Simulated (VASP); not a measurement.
Write the native input for VASP 6.6.1 that does the following.

```
Task                   : single point
Functional             : PBE
Potentials or basis    : VASP PAW PBE potentials, release 64 (W_sv, F)
Cutoff                 : 520 eV
k mesh                 : 6 × 6 × 14
Occupations            : gaussian, width 0.1 eV
Spin                   : collinear spin
Starting moments       : [1.0, -1.0, 0.0, 0.0, 0.0, 0.0] μB
Dipole correction      : no
Further INCAR settings : ALGO = Normal; EDIFF = 1e-06; NBANDS = 41
```

The structure of WF2 lies in POSCAR:

```
WF2
1.0
    5.9558820542      0.0000000000      0.0000000000
    0.0000000000      5.9558820542      0.0000000000
    0.0000000000      0.0000000000      2.5095579852
W F
2 4
Direct
    0.0000000000      0.0000000000      0.0000000000
    0.5000000000      0.5000000000      0.5000000000
    0.2463486688      0.2463486688      0.0000000000
    0.7536513312      0.7536513312      0.0000000000
    0.7463486688      0.2536513312      0.5000000000
    0.2536513312      0.7463486688      0.5000000000
```

One way to write it, as run:

INCAR

```
  ALGO = Normal
  EDIFF = 1E-6
  ENCUT = 520
  GGA = PE
  ISIF = 2
  ISMEAR = 0
  ISPIN = 2
  KPAR = 4
  LASPH = True
  LCHARG = False
  LMAXMIX = 4
  LORBIT = 11
  LREAL = False
  LWAVE = False
  MAGMOM = 1 -1 0 0 0 0
  NBANDS = 41
  NELM = 150
  PREC = Accurate
  SIGMA = 0.1
```

KPOINTS

```
k-points
0
Gamma
  6 6 14
```

Potentials or basis: VASP PAW PBE potentials, release 64 (W_sv, F).

Launch:

```sh
$ cat potpaw_PBE.64/W_sv/POTCAR potpaw_PBE.64/F/POTCAR > POTCAR
$ mpirun -np 4 vasp_std > vasp.out
```

Results of the run:

| Quantity | Value |
| --- | --- |
| Pressure | -2.5 GPa |
| Largest force | 0.174 eV/Å |
| Band gap on the k mesh | zero (filled and empty bands overlap) |
| Net moment | 0.00 μB per cell |
| Site moments | W +0.84, -0.84; F +0.02, -0.02 (each value once) μB |
| Valence electrons inside the program's atomic spheres | W 11.86; F 6.07 |

Caveat: spin-orbit coupling is left out, which moves the levels of the heavy elements.

Run time: 4 min on 4 MPI ranks on Oxide Virtual Turin-like Processor, with other jobs on the host, peak memory 0.5 GiB a rank.
